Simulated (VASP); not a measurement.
# GaAs (F-43m) in VASP: electric field gradients with PBE

Aim: the electric field gradients of GaAs with PBE.

All numbers are computed with VASP 6.6.1; they aren't measurements. Logs are shortened: lines on timing, memory, paths and dates and some standing lists are left out, and cuts for length are marked.

## Step 1: The cell of the first run

Symmetry: F-43m, No. 216, cubic system. The conventional cell has a = 5.750 Å, b = 5.750 Å, c = 5.750 Å, α = 90.00°, β = 90.00°, γ = 90.00°. Ga (site symmetry -43m) has 4 As at 2.49 Å within 3.3 Å. Within 3.3 Å of As (site symmetry -43m) lie 4 Ga at 2.49 Å.

## Step 2: Electric field gradients, PBE

The input, INCAR:

```
PREC = Accurate
ENCUT = 520
EDIFF = 1E-8
ISMEAR = -1
SIGMA = 0.02
LREAL = False
LASPH = True
NELM = 100
ALGO = Normal
ISIF = 2
LWAVE = False
LCHARG = False
GGA = PE
LEFG = True
NBANDS = 16
```

The input, KPOINTS:

```
Automatic mesh
0
Gamma
  8 8 8
```

The input, POSCAR:

```
GaAs
1.0
    0.0000000000      2.8750910496      2.8750910496
    2.8750910496      0.0000000000      2.8750910496
    2.8750910496      2.8750910496      0.0000000000
Ga As
1 1
Direct
    0.0000000000      0.0000000000      0.0000000000
    0.7500000000      0.7500000000      0.7500000000
```

Potentials or basis: VASP PAW PBE potentials, release 64 (Ga_d, As).

On the command line:

```sh
cat potpaw_PBE.64/Ga_d/POTCAR potpaw_PBE.64/As/POTCAR > POTCAR
mpirun -np 1 vasp_std > vasp.out
```

OUTCAR:

```text
PREC = Accurate
   ENCUT = 520
   EDIFF = 1E-8
   ISMEAR = -1
   LREAL = False
   LASPH = True
   NELM = 100
   ISIF = 2
   GGA = PE

 ion  position               nearest neighbor table
   1  0.000  0.000  0.000-   2 2.49   2 2.49   2 2.49   2 2.49
   2  0.750  0.750  0.750-   1 2.49   1 2.49   1 2.49   1 2.49

  LATTYP: Found a face centered cubic cell.
 ALAT       =     5.7501820992

  Lattice vectors:

 A1 = (   0.0000000000,   2.8750910496,   2.8750910496)
 A2 = (   2.8750910496,   0.0000000000,   2.8750910496)
 A3 = (   2.8750910496,   2.8750910496,   0.0000000000)

Analysis of symmetry for initial positions (statically):
=====================================================================
 Subroutine PRICEL returns:
 Original cell was already a primitive cell.

 Routine SETGRP: Setting up the symmetry group for a
 face centered cubic supercell.

 Subroutine GETGRP returns: Found 24 space group operations
 (whereof 24 operations were pure point group operations)
 out of a pool of 48 trial point group operations.

The static configuration has the point symmetry T_d .

Analysis of symmetry for dynamics (positions and initial velocities):
=====================================================================
 Subroutine PRICEL returns:
 Original cell was already a primitive cell.

 Routine SETGRP: Setting up the symmetry group for a
 face centered cubic supercell.

 Subroutine GETGRP returns: Found 24 space group operations
 (whereof 24 operations were pure point group operations)
 out of a pool of 48 trial point group operations.

The dynamic configuration has the point symmetry T_d .

 Subroutine INISYM returns: Found 24 space group operations
 (whereof 24 operations are pure point group operations),
 and found     1 'primitive' translations

----------------------------------------------------------------------------------------

                                     Primitive cell

  volume of cell :      47.5319

  direct lattice vectors                    reciprocal lattice vectors
     0.000000000  2.875091050  2.875091050    -0.173907536  0.173907536  0.173907536
[... 121 lines left out ...]
   NGX = 15   NGY = 15   NGZ = 15

 number of electron      17.9999988 magnetization

 Free energy of the ion-electron system (eV)
  ---------------------------------------------------
  ext. energy  EPLUGINS =         0.00000000
  ---------------------------------------------------
  free energy    TOTEN  =        -8.27128628 eV

  energy without entropy =       -8.27125337  energy(sigma->0) =       -8.27126982

 E-fermi :   3.5528     XC(G=0):  -9.3606

 val. band max:        3.4693222590   @ k =   0.0000   0.0000   0.0000
 cond. band min:       3.6136093998   @ k =   0.0000   0.0000   0.0000
 fundamental gap:      0.1442871408
 Fermi energy:         3.5527661014

 k-point     1 :       0.0000    0.0000    0.0000
  band No.  band energies     occupation
      1     -11.2567      2.00000
      2     -11.2567      2.00000
      3     -11.2567      2.00000
      4     -11.1893      2.00000
      5     -11.1893      2.00000
      6      -8.9035      2.00000
[... 433 lines left out ...]
      3     -11.2295      2.00000
      4     -11.1927      2.00000
      5     -11.1862      2.00000
      6      -6.9776      2.00000
[... 8 lines left out ...]
     15      14.9072      0.00000
     16      15.3110      0.00000

 [... further k-points ...]

------------------------ aborting loop because EDIFF is reached ----------------------------------------

  FORCE on cell =-STRESS in cart. coord.  units (eV):
  Direction    XX          YY          ZZ          XY          YZ          ZX
  --------------------------------------------------------------------------------------
  -------------------------------------------------------------------------------------
  Total       -0.0015417     -0.0015417     -0.0015417     -0.0000000      0.0000000     -0.0000000
  in kB       -0.0519666     -0.0519666     -0.0519666     -0.0000000      0.0000000     -0.0000000
  external PRESSURE =      -0.0519666 kB  Pullay stress =       0.0000000 kB

 VOLUME and BASIS-vectors are now :
 -----------------------------------------------------------------------------
  energy-cutoff  :      520.00
  volume of cell :       47.53
      direct lattice vectors                 reciprocal lattice vectors
     0.000000000  2.875091050  2.875091050    -0.173907536  0.173907536  0.173907536
     2.875091050  0.000000000  2.875091050     0.173907536 -0.173907536  0.173907536
     2.875091050  2.875091050  0.000000000     0.173907536  0.173907536 -0.173907536

 POSITION                                       TOTAL-FORCE (eV/Angst)
 -----------------------------------------------------------------------------------
      0.00000      0.00000      0.00000         0.000000      0.000000      0.000000
      4.31264      4.31264      4.31264        -0.000000     -0.000000     -0.000000
 -----------------------------------------------------------------------------------
    total drift:                               -0.000002     -0.000002     -0.000002

  FREE ENERGIE OF THE ION-ELECTRON SYSTEM (eV)
  ---------------------------------------------------
  free  energy   TOTEN  =        -8.2712862781 eV

  energy  without entropy=       -8.2712533676  energy(sigma->0) =       -8.27126982

 Electric field gradients (V/A^2)
---------------------------------------------------------------------
 ion       V_xx      V_yy      V_zz      V_xy      V_xz      V_yz
---------------------------------------------------------------------
   1      -0.000    -0.000     0.000    -0.001    -0.001    -0.001
   2      -0.000    -0.000     0.000     0.000     0.000     0.000
---------------------------------------------------------------------

 Electric field gradients after diagonalization (V/A^2)
 (convention: |V_zz| > |V_xx| > |V_yy|)
----------------------------------------------------------------------
 ion       V_xx      V_yy      V_zz     asymmetry (V_yy - V_xx)/ V_zz
----------------------------------------------------------------------
   1       0.001     0.001    -0.001       0.000
   2      -0.000    -0.000     0.000       0.000
----------------------------------------------------------------------

           NMR quadrupolar parameters

 Cq : quadrupolar parameter    Cq=e*Q*V_zz/h
 eta: asymmetry parameters     (V_yy - V_xx)/ V_zz
 Q  : nuclear electric quadrupole moment in mb (millibarn)
----------------------------------------------------------------------
 ion       Cq(MHz)       eta       Q (mb)
----------------------------------------------------------------------
   1      -0.000       0.000       1.000
   2       0.000       0.000       1.000
----------------------------------------------------------------------
```

OSZICAR:

```text
N       E                     dE             d eps       ncg     rms          rms(c)
DAV:   1     0.836112713957E+02    0.83611E+02   -0.90259E+03   952   0.152E+03
DAV:   2    -0.149681906806E+01   -0.85108E+02   -0.81472E+02  1072   0.316E+02
DAV:   3    -0.831292983360E+01   -0.68161E+01   -0.67928E+01  1136   0.670E+01
DAV:   4    -0.842015820724E+01   -0.10723E+00   -0.10722E+00  1088   0.931E+00
DAV:   5    -0.842177185002E+01   -0.16136E-02   -0.16136E-02  1192   0.105E+00    0.275E+00
DAV:   6    -0.828665344698E+01    0.13512E+00   -0.21067E-01  1392   0.752E+00    0.165E+00
DAV:   7    -0.826985812224E+01    0.16795E-01   -0.57778E-02  1184   0.166E+00    0.555E-01
DAV:   8    -0.827075908852E+01   -0.90097E-03   -0.98202E-03  1056   0.110E+00    0.940E-02
DAV:   9    -0.827116345046E+01   -0.40436E-03   -0.93194E-04  1168   0.377E-01    0.525E-02
DAV:  10    -0.827123119767E+01   -0.67747E-04   -0.68450E-05  1192   0.759E-02    0.285E-02
DAV:  11    -0.827128555668E+01   -0.54359E-04   -0.78061E-05  1056   0.647E-02    0.370E-03
DAV:  12    -0.827128586443E+01   -0.30774E-06   -0.12735E-06  1168   0.145E-02    0.156E-03
DAV:  13    -0.827128628334E+01   -0.41891E-06   -0.58662E-07  1128   0.562E-03    0.635E-04
DAV:  14    -0.827128627806E+01    0.52796E-08   -0.13680E-08  1048   0.121E-03
   1 F= -.82712863E+01 E0= -.82712698E+01  d E =-.329104E-04
```

stdout:

```text
POSCAR found type information on POSCAR GaAs
 POSCAR found :  2 types and       2 ions
 scaLAPACK will be used
 LDA part: xc-table for (Slater+PW92), standard interpolation
 POSCAR, INCAR and KPOINTS ok, starting setup
 FFT: planning ... GRIDC
 FFT: planning ... GRID_SOFT
 FFT: planning ... GRID
 WAVECAR not read
 entering main loop
ion   1

ion   2
```

Wall time 49 s (1 thread of AMD EPYC 7R13, shared host); peak memory 0.15 GiB.

Results:

| Quantity | Value |
| --- | --- |
| Free energy | -8.2713 eV |
| Pressure | 0.0 GPa |
| Band gap on the k mesh | 0.14 eV, direct |

Levels at points of the mesh, in eV from the valence-band top:
| k point | band 5 | band 6 | band 7 | band 8 | band 9 | band 10 | band 11 | band 12 | band 13 | band 14 |
| --- | --- | --- | --- | --- | --- | --- | --- | --- | --- | --- |
| (0.00, 0.00, 0.00) | -14.66 | -12.37 | 0.00 | 0.00 | 0.00 | 0.14 | 3.71 | 3.71 | 3.71 | 7.43 |
| (0.50, 0.00, 0.00) | -14.66 | -10.76 | -6.37 | -1.07 | -1.07 | 0.86 | 4.61 | 4.61 | 7.70 | 10.02 |
| (0.50, 0.50, 0.00) | -14.65 | -10.09 | -6.59 | -2.50 | -2.50 | 1.56 | 1.67 | 9.77 | 9.77 | 10.53 |

Caveat: without QUAD_EFG the Cq values of the log hold for a quadrupole moment of 1 mb, not for the nuclei.
